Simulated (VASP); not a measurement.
# SiNi2 (P6_3/mmc) in VASP: further runs

SiNi2 is run at these levels: r2SCAN; tasks: single point.

Everything below comes from runs of VASP 6.6.1. Logs are shortened: lines on timing, memory, paths and dates and some standing lists are left out, and cuts for length are marked.

**1. The cell of the first run**

It takes space group P6_3/mmc (No. 194, hexagonal). Conventional cell: a = 3.870 Å, b = 3.870 Å, c = 4.853 Å, α = 90.00°, β = 90.00°, γ = 120.00°. Within 3.0 Å of Si (site symmetry -6m2) lie 11 Ni at 2.23 to 2.54 Å. Within 3.2 Å of Ni (site symmetry -3m) lie 8 Ni at 2.43 to 2.54 Å and 6 Si at 2.54 Å. Ni (site symmetry -6m2) has 5 Si at 2.23 to 2.43 Å and 6 Ni at 2.54 Å within 3.0 Å.

**2. Single point, r2SCAN (strain +0.000 along x and y, -0.015 along z)**

POSCAR reads:

```
SiNi2
1.0
    3.8695455034      0.0000000000      0.0000000000
   -1.9347727517      3.3511247070      0.0000000000
    0.0000000000      0.0000000000      4.8529090030
Si Ni
2 4
Direct
    0.3333333333      0.6666666667      0.7500000000
    0.6666666667      0.3333333333      0.2500000000
    0.0000000000      0.0000000000      0.0000000000
    0.0000000000      0.0000000000      0.5000000000
    0.3333333333      0.6666666667      0.2500000000
    0.6666666667      0.3333333333      0.7500000000
```

INCAR.step1 reads:

```
  PREC = Accurate
  ENCUT = 520
  ISMEAR = 0
  SIGMA = 0.15
  LREAL = F
  LASPH = T
  NELM = 60
  NBANDS = 33
  GGA = PE
  ALGO = Normal
  EDIFF = 1E-4
  LWAVE = T
  LCHARG = F
```

INCAR.step2 reads:

```
  PREC = Accurate
  ENCUT = 520
  EDIFF = 1E-7
  ISMEAR = 0
  SIGMA = 0.15
  LREAL = F
  LASPH = T
  NELM = 60
  ALGO = Normal
  ISIF = 2
  LWAVE = F
  LCHARG = T
  METAGGA = R2SCAN
  LMIXTAU = T
  LELF = T
  LVHAR = T
  NBANDS = 33
  ISTART = 1
```

KPOINTS reads:

```
Automatic mesh
0
Gamma
  12 12 10
```

Potentials or basis: VASP PAW PBE potentials, release 64 (Si, Ni).

The run is started by

```
> cat potpaw_PBE.64/Si/POTCAR potpaw_PBE.64/Ni/POTCAR > POTCAR
> cp INCAR.step1 INCAR
> mpirun -np 1 vasp_std > vasp.out
> cp INCAR.step2 INCAR
> mpirun -np 1 vasp_std > vasp.out
```

OUTCAR:

```text
PREC = Accurate
   ENCUT = 520
   EDIFF = 1E-7
   ISMEAR = 0
   LREAL = F
   LASPH = T
   NELM = 60
   ISIF = 2
   METAGGA = R2SCAN
   ISTART = 1

 ion  position               nearest neighbor table
   1  0.333  0.667  0.750-   6 2.23   6 2.23   6 2.23   5 2.43   5 2.43   3 2.54   4 2.54   4 2.54
                             3 2.54   4 2.54   3 2.54
   2  0.667  0.333  0.250-   5 2.23   5 2.23   5 2.23   6 2.43   6 2.43   3 2.54   4 2.54   3 2.54
                             4 2.54   3 2.54   4 2.54
   3  0.000  0.000  0.000-   4 2.43   4 2.43   1 2.54   5 2.54   6 2.54   2 2.54   1 2.54   5 2.54
                             2 2.54   6 2.54   2 2.54   6 2.54   1 2.54   5 2.54
   4  0.000  0.000  0.500-   3 2.43   3 2.43   1 2.54   5 2.54   6 2.54   2 2.54   1 2.54   5 2.54
                             2 2.54   6 2.54   2 2.54   6 2.54   1 2.54   5 2.54
   5  0.333  0.667  0.250-   2 2.23   2 2.23   2 2.23   1 2.43   1 2.43   3 2.54   4 2.54   4 2.54
                             3 2.54   4 2.54   3 2.54
   6  0.667  0.333  0.750-   1 2.23   1 2.23   1 2.23   2 2.43   2 2.43   3 2.54   4 2.54   3 2.54
                             4 2.54   3 2.54   4 2.54

  LATTYP: Found a hexagonal cell.
 ALAT       =     3.8695455034
 C/A-ratio  =     1.2541289407

  Lattice vectors:

 A1 = (   3.8695455034,   0.0000000000,   0.0000000000)
 A2 = (  -1.9347727517,   3.3511247070,   0.0000000000)
 A3 = (   0.0000000000,   0.0000000000,   4.8529090030)

Analysis of symmetry for initial positions (statically):
=====================================================================
 Subroutine PRICEL returns:
 Original cell was already a primitive cell.

 Routine SETGRP: Setting up the symmetry group for a
 hexagonal supercell.

 Subroutine GETGRP returns: Found 24 space group operations
 (whereof 12 operations were pure point group operations)
 out of a pool of 24 trial point group operations.

The static configuration has the point symmetry D_3d.
 The point group associated with its full space group is D_6h.

Analysis of symmetry for dynamics (positions and initial velocities):
=====================================================================
 Subroutine PRICEL returns:
 Original cell was already a primitive cell.

 Routine SETGRP: Setting up the symmetry group for a
 hexagonal supercell.

 Subroutine GETGRP returns: Found 24 space group operations
 (whereof 12 operations were pure point group operations)
 out of a pool of 24 trial point group operations.

The dynamic configuration has the point symmetry D_3d.
 The point group associated with its full space group is D_6h.

 Subroutine INISYM returns: Found 24 space group operations
 (whereof 12 operations are pure point group operations),
 and found     1 'primitive' translations

----------------------------------------------------------------------------------------

                                     Primitive cell

  volume of cell :      62.9293

  direct lattice vectors                    reciprocal lattice vectors
     3.869545503  0.000000000  0.000000000     0.258428283  0.149203639  0.000000000
    -1.934772752  3.351124707  0.000000000     0.000000000  0.298407277  0.000000000
     0.000000000  0.000000000  4.852909003     0.000000000  0.000000000  0.206061972

  length of vectors
     3.869545503  3.869545503  4.852909003     0.298407277  0.298407277  0.206061972

  position of ions in fractional coordinates (direct lattice)
     0.333333333  0.666666667  0.750000000
     0.666666667  0.333333333  0.250000000
     0.000000000  0.000000000  0.000000000
     0.000000000  0.000000000  0.500000000
     0.333333333  0.666666667  0.250000000
     0.666666667  0.333333333  0.750000000

  ion indices of the primitive-cell ions
   primitive index   ion index
                 1           1
                 2           2
                 3           3
                 4           4
                 5           5
                 6           6

----------------------------------------------------------------------------------------

 KPOINTS: Automatic mesh

Automatic generation of k-mesh.
 Grid dimensions read from file:
 generate k-points for:   12   12   10

 Generating k-lattice:

  Cartesian coordinates                     Fractional coordinates (reciprocal lattice)
     0.021535690  0.012433637  0.000000000     0.083333333  0.000000000  0.000000000
     0.000000000  0.024867273  0.000000000     0.000000000  0.083333333  0.000000000
     0.000000000  0.000000000  0.020606197     0.000000000  0.000000000  0.100000000

  Length of vectors
     0.024867273  0.024867273  0.020606197

  Shift w.r.t. Gamma in fractional coordinates (k-lattice)
     0.000000000  0.000000000  0.000000000

 Subroutine IBZKPT returns following result:
 ===========================================

 Found    114 irreducible k-points:

 Following reciprocal coordinates:
            Coordinates               Weight
  0.000000  0.000000  0.000000      1.000000
  0.083333 -0.000000  0.000000      6.000000
  0.166667  0.000000  0.000000      6.000000
  0.250000 -0.000000  0.000000      6.000000
  0.333333 -0.000000  0.000000      6.000000
  0.416667 -0.000000  0.000000      6.000000
[... 16 lines left out ...]
  0.250000 -0.000000  0.100000     12.000000
  0.333333 -0.000000  0.100000     12.000000
 [... further k-points ...]
   k-points           NKPTS =    114   k-points in BZ     NKDIM =    114   number of bands    NBANDS=     33
   number of dos      NEDOS =    301   number of ions     NIONS =      6
   total plane-waves  NPLWV =  32400
   dimension x,y,z NGX =    30 NGY =   30 NGZ =   36
   dimension x,y,z NGXF=    60 NGYF=   60 NGZF=   72
   ions per type =               2   4
   NGX,Y,Z   is equivalent  to a cutoff of  12.89, 12.89, 12.33 a.u.
   NGXF,Y,Z  is equivalent  to a cutoff of  25.78, 25.78, 24.67 a.u.
 SYSTEM =  unknown system
   PREC   = accura    normal or accurate (medium, high low for compatibility)
   ISTART =      1    job   : 0-new  1-cont  2-samecut
   ICHARG =      0    charge: 1-file 2-atom 10-const
   ISPIN  =      1    spin polarized calculation?
   LNONCOLLINEAR =      F non collinear calculations
   LSORBIT =      F    spin-orbit coupling
   LASPH  =      T    aspherical Exc in radial PAW
   ENCUT  =  520.0 eV  38.22 Ry    6.18 a.u.   7.19  7.19  9.02*2*pi/ulx,y,z
   NELM   =     60;   NELMIN=  2; NELMDL=  0     # of ELM steps
   EDIFF  = 0.1E-06   stopping-criterion for ELM
   LREAL  =      F    real-space projection
   EDIFFG = 0.1E-05   stopping-criterion for IOM
   NSW    =      0    number of steps for IOM
   IBRION =     -1    ionic relax: 0-MD 1-quasi-New 2-CG
   NFREE  =      0    steps in history (QN), initial steepest desc. (CG)
   ISIF   =      2    stress and relaxation
   ISYM   =      2    0-nonsym 1-usesym 2-fastsym
   POTIM  = 0.5000    time-step for ionic-motion
   TEBEG  =    0.0;   TEEND  =   0.0 temperature during run
   PSTRESS=    0.0 pullay stress
   NELECT =      48.0000    total number of electrons
   NUPDOWN=      -1.0000    fix difference up-down
   EMIN   =  10.00;   EMAX   =-10.00  energy-range for DOS
   EFERMI =   0.00;   METHOD = LEGACY
   ISMEAR =     0;   SIGMA  =   0.15  broadening in eV -4-tet -1-fermi 0-gaus
   EFERMI_NEDOS =   21; number of points for ismear=-14 and -15
   IALGO  =     38    algorithm
   IMIX   =      4    mixing-type and parameters
     AMIX     =   0.40;   BMIX     =  1.00
     AMIX_MAG =   1.60;   BMIX_MAG =  1.00
  volume/ion in A,a.u.               =      10.49        70.78
  Fermi-wavevector in a.u.,A,eV,Ry     =   1.495791  2.826636 30.441562  2.237392
  Thomas-Fermi vector in A             =   2.607891
   LORBIT       =      0    0 simple, 1 ext, 2 COOP (PROOUT), +10 PAW based schemes
   METAGGA = R2SCAN    functional components
   LHFCALC =     F    Hartree Fock is set to
   AEXX    =    0.0000 exact exchange contribution
   IVDW    =     0    specifies the selected vdW correction
   LEPSILON=     F    determine dielectric tensor
   LRPA    =     F    only Hartree local field effects (RPA)
 non-spin polarized calculation
 Gauss-broadening in eV      SIGMA  =   0.15
  energy-cutoff  :      520.00
  volume of cell :       62.93
 maximum number of plane-waves:      1710
 NGX is ok and might be reduce to    30
   NGX = 15   NGY = 15   NGZ = 19

 number of electron      47.9999968 magnetization

 Free energy of the ion-electron system (eV)
  ---------------------------------------------------
  ext. energy  EPLUGINS =         0.00000000
  ---------------------------------------------------
  free energy    TOTEN  =       -68.25155397 eV

  energy without entropy =      -68.21455165  energy(sigma->0) =      -68.23305281

 E-fermi :  11.5834     XC(G=0): -14.2438

 val. band max:       11.5821165400   @ k =   0.2500  -0.0000   0.1000
 cond. band min:      11.5841169725   @ k =   0.4167  -0.0000   0.3000
 fundamental gap:      0.0020004325
 Fermi energy:        11.5833691062

 k-point     1 :       0.0000    0.0000    0.0000
  band No.  band energies     occupation
      1      -1.9454      2.00000
      2       2.9849      2.00000
      3       4.6235      2.00000
      4       6.0454      2.00000
      5       6.0454      2.00000
      6       7.3461      2.00000
[... 25 lines left out ...]
     32      17.8569      0.00000
     33      20.4861      0.00000

 k-point     2 :       0.0833   -0.0000    0.0000
  band No.  band energies     occupation
      1      -1.8500      2.00000
      2       2.9949      2.00000
      3       4.6902      2.00000
      4       6.0343      2.00000
      5       6.0945      2.00000
      6       7.0113      2.00000
[... 25 lines left out ...]
     32      18.3720      0.00000
     33      19.8174      0.00000

 k-point     3 :       0.1667    0.0000    0.0000
  band No.  band energies     occupation
      1      -1.5666      2.00000
      2       3.0040      2.00000
      3       4.8861      2.00000
      4       5.9367      2.00000
      5       6.2394      2.00000
      6       6.5796      2.00000
[... 25 lines left out ...]
     32      18.9800      0.00000
     33      19.4217      0.00000

 k-point     4 :       0.2500   -0.0000    0.0000
  band No.  band energies     occupation
      1      -1.1050      2.00000
      2       2.9423      2.00000
      3       5.1965      2.00000
      4       5.4821      2.00000
      5       6.3761      2.00000
      6       6.4718      2.00000
[... 25 lines left out ...]
     32      18.6005      0.00000
     33      18.9181      0.00000

 k-point     5 :       0.3333   -0.0000    0.0000
  band No.  band energies     occupation
      1      -0.4858      2.00000
      2       2.6790      2.00000
      3       4.8478      2.00000
      4       5.5920      2.00000
      5       6.4737      2.00000
      6       6.7756      2.00000
[... 604 lines left out ...]
 k-point    22 :       0.1667    0.0000    0.1000
  band No.  band energies     occupation
      1      -1.5011      2.00000
      2       2.7210      2.00000
      3       4.9919      2.00000
      4       6.0679      2.00000
      5       6.2510      2.00000
      6       6.5681      2.00000
[... 25 lines left out ...]
     32      18.6382      0.00000
     33      19.5473      0.00000

 k-point    23 :       0.2500   -0.0000    0.1000
  band No.  band energies     occupation
      1      -1.0408      2.00000
      2       2.7770      2.00000
      3       4.9540      2.00000
      4       5.7517      2.00000
      5       6.4696      2.00000
      6       6.4808      2.00000
[... 25 lines left out ...]
     32      18.7646      0.00000
     33      19.4022      0.00000

 k-point    24 :       0.3333   -0.0000    0.1000
  band No.  band energies     occupation
      1      -0.4239      2.00000
      2       2.6356      2.00000
      3       4.6509      2.00000
      4       5.5848      2.00000
      5       6.6724      2.00000
      6       6.7799      2.00000
[... 25 lines left out ...]
     32      19.2562      0.00000
     33      20.2498      0.00000

 [... further k-points ...]

------------------------ aborting loop because EDIFF is reached ----------------------------------------

  FORCE on cell =-STRESS in cart. coord.  units (eV):
  Direction    XX          YY          ZZ          XY          YZ          ZX
  --------------------------------------------------------------------------------------
  -------------------------------------------------------------------------------------
  Total        0.8952220      0.8952220      2.4372636     -0.0000000      0.0000000      0.0000000
  in kB       22.7923252     22.7923252     62.0526592     -0.0000000      0.0000000      0.0000000
  external PRESSURE =      35.8791032 kB  Pullay stress =       0.0000000 kB

 VOLUME and BASIS-vectors are now :
 -----------------------------------------------------------------------------
  energy-cutoff  :      520.00
  volume of cell :       62.93
      direct lattice vectors                 reciprocal lattice vectors
     3.869545503  0.000000000  0.000000000     0.258428283  0.149203639  0.000000000
    -1.934772752  3.351124707  0.000000000     0.000000000  0.298407277  0.000000000
     0.000000000  0.000000000  4.852909003     0.000000000  0.000000000  0.206061972

 POSITION                                       TOTAL-FORCE (eV/Angst)
 -----------------------------------------------------------------------------------
     -0.00000      2.23408      3.63968        -0.000000      0.000000      0.000000
      1.93477      1.11704      1.21323         0.000000     -0.000000      0.000000
      0.00000      0.00000      0.00000         0.000000      0.000000      0.000000
      0.00000      0.00000      2.42645         0.000000      0.000000      0.000000
     -0.00000      2.23408      1.21323        -0.000000      0.000000      0.000000
      1.93477      1.11704      3.63968         0.000000     -0.000000      0.000000
 -----------------------------------------------------------------------------------
    total drift:                                0.000000     -0.000000      0.000000

  FREE ENERGIE OF THE ION-ELECTRON SYSTEM (eV)
  ---------------------------------------------------
  free  energy   TOTEN  =       -68.2515539710 eV

  energy  without entropy=      -68.2145516549  energy(sigma->0) =      -68.23305281
```

It took 29 min on 1 thread of Oxide Virtual Turin-like, shared host; peak memory 0.27 GiB.

What came out:

| Item | Value |
| --- | --- |
| Free energy | -68.2516 eV |
| Pressure | 3.6 GPa |
| Band gap on the k mesh | zero (bands 24 and 25 overlap by 3.64 eV) |

Stress tensor (GPa, compression positive):
```
2.28 0.00 0.00
0.00 2.28 0.00
0.00 0.00 6.21
```

Caveat: the cell differs from its parent crystal (strain +0.000 along x and y, -0.015 along z); the cell stands under pressure; the PAW data sets were made with another functional, which shifts forces and pressure a little. Spin polarisation is off, so any magnetic state and its effect on volume and gap are missing.

[end of part 1 of 3]
